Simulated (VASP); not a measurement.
Set up this calculation in VASP 6.6.1, as the native input.

- Task: single point
- Functional: r2SCAN
- Potentials or basis: VASP PAW PBE potentials, release 64 (Os)
- Cutoff: 520 eV
- k mesh: 20 × 20 × 20
- Occupations: gaussian, width 0.15 eV
- Spin: no spin polarisation
- Dipole correction: no
- Further INCAR settings: ALGO = Normal; EDIFF = 1e-07; NBANDS = 10

Crystal: Os.

```
Os
1.0
     0.00000    1.94500    1.94500
     2.09088    0.00000    1.94500
     2.09088    1.94500    0.00000
Os
1
Direct
  0.00000 0.00000 0.00000
```

This cell differs from its parent crystal: strain +0.0750 x Voigt [1, 0, 0, 0, 0, 0].

The input as run:

POSCAR

```
Os
1.0
    0.0000000000      1.9450000000      1.9450000000
    2.0908750000      0.0000000000      1.9450000000
    2.0908750000      1.9450000000      0.0000000000
Os
1
Direct
    0.0000000000      0.0000000000      0.0000000000
```

INCAR.step1

```
SYSTEM = Os
ALGO     = Normal         ! electronic algorithm
EDIFF    = 1E-4           ! SCF threshold, eV
ENCUT    = 520            ! plane-wave cutoff, eV
GGA      = PE             ! functional
ISMEAR   = 0              ! smearing method
LASPH    = .TRUE.         ! aspherical terms in the spheres
LCHARG   = .FALSE.        ! write CHGCAR
LREAL    = .FALSE.        ! projectors in reciprocal space
LWAVE    = .TRUE.         ! write WAVECAR
NBANDS   = 10             ! bands
NELM     = 60             ! most SCF steps
PREC     = Accurate       ! precision mode
SIGMA    = 0.15           ! smearing width, eV
```

INCAR.step2

```
SYSTEM = Os
ALGO     = Normal         ! electronic algorithm
EDIFF    = 1E-7           ! SCF threshold, eV
ENCUT    = 520            ! plane-wave cutoff, eV
ISIF     = 2              ! what is computed and relaxed
ISMEAR   = 0              ! smearing method
ISTART   = 1            
LASPH    = .TRUE.         ! aspherical terms in the spheres
LCHARG   = .FALSE.        ! write CHGCAR
LMIXTAU  = .TRUE.       
LREAL    = .FALSE.        ! projectors in reciprocal space
LWAVE    = .FALSE.        ! write WAVECAR
METAGGA  = R2SCAN         ! meta-GGA
NBANDS   = 10             ! bands
NELM     = 60             ! most SCF steps
PREC     = Accurate       ! precision mode
SIGMA    = 0.15           ! smearing width, eV
```

KPOINTS

```
k-points
0
G
  20 20 20
  0 0 0
```

Potentials or basis: VASP PAW PBE potentials, release 64 (Os).

Launch:

```bash
$ cat potpaw_PBE.64/Os/POTCAR > POTCAR
$ cp INCAR.step1 INCAR
$ mpirun -np 1 vasp_std > vasp.out
$ cp INCAR.step2 INCAR
$ mpirun -np 1 vasp_std > vasp.out
```

It gave:

```
Pressure               : -36.1 GPa
Band gap on the k mesh : zero (bands 4 and 5 overlap by 3.71 eV)
```

Caveat: the cell differs from its parent crystal (strain +0.0750 x Voigt [1, 0, 0, 0, 0, 0]); the stress differs along the axes, from -49 to -29 GPa; the PAW data sets were made with another functional, which shifts forces and pressure a little; spin-orbit coupling is left out, which moves the levels of the heavy elements.

Run time: 5.3 min on 1 thread of Oxide Virtual Turin-like Processor (shared host), peak memory 0.2 GiB.
